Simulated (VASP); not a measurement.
# BiTe: relaxation of cell and atoms with r2SCAN

The system is BiTe.

```
Bi Te
1.0
     0.00000    3.07921    3.07921
     3.07921    0.00000    3.07921
     3.07921    3.07921    0.00000
Bi Te
1 1
Direct
  0.00000 0.00000 0.00000
  0.50000 0.50000 0.50000
```

```json
{
  "Program": "VASP 6.6.1",
  "Task": "relaxation of cell and atoms",
  "Functional": "r2SCAN",
  "Potentials or basis": "VASP PAW PBE potentials, release 64 (Bi_d, Te)",
  "Cutoff": "600 eV",
  "k mesh": "12 × 12 × 12",
  "Occupations": "gaussian, width 0.1 eV",
  "Spin": "no spin polarisation",
  "Target pressure": "12 GPa",
  "Dipole correction": "no",
  "Further INCAR settings": "ALGO = Normal; EDIFF = 1e-06; IBRION = 2; EDIFFG = -0.008; NSW = 70; ISIF = 3"
}
```

```yaml
Relaxed_volume: 28.79 Å³/atom
Relaxed_cell: a = 4.334 Å, b = 4.334 Å, c = 4.334 Å, α = 60.00°, β = 60.00°, γ = 60.00°
Space_group_after_relaxing_to_0.1_Å: Fm-3m (No. 225)
Energy_change_on_relaxing_the_run_minimises_the_enthalpy: +28.9 meV/atom
Ionic_steps: 3
Pressure_after_relaxing: 12.0 GPa
Band_gap_on_the_k_mesh: zero (an odd number of electrons rules out a gap without spin polarisation)
```

Step by step:
```csv
step,energy change (eV),largest force (eV/Å),pressure (GPa),volume (Å³)
1,0.0000,0.0000,10.60,58.39
2,0.1660,0.0000,14.47,56.26
3,0.0577,0.0000,12.00,57.57
```

Final structure:
```
Bi Te
1.0
     0.00000    3.06473    3.06473
     3.06473    0.00000    3.06473
     3.06473    3.06473    0.00000
Bi Te
1 1
Direct
  0.00000 0.00000 0.00000
  0.50000 0.50000 0.50000
```

Levels at points of the mesh, in eV from the Fermi level:
```csv
k point,band 6,band 7,band 8,band 9,band 10,band 11,band 12,band 13,band 14
"(0.00, 0.00, 0.00)",-15.50,-7.59,-3.32,-3.32,-3.32,2.57,2.57,2.57,4.68
"(0.50, 0.00, 0.00)",-12.93,-12.47,-2.50,-2.50,-1.53,-1.02,-1.02,-0.76,8.23
"(0.50, 0.50, 0.00)",-13.02,-10.38,-7.23,-5.19,-5.19,1.84,4.59,4.59,6.60
```

Wall time 15 min on 1 thread of Oxide Virtual Turin-like Processor (shared host), peak memory 0.26 GiB.

Caveat: the cell is relaxed towards a set pressure, so the run minimises the enthalpy, not the energy; the PAW data sets were made with another functional, which shifts forces and pressure a little; spin-orbit coupling is left out, which moves the levels of the heavy elements; an odd number of electrons without spin polarisation forces a metal; a magnetic or distorted state may lie lower.
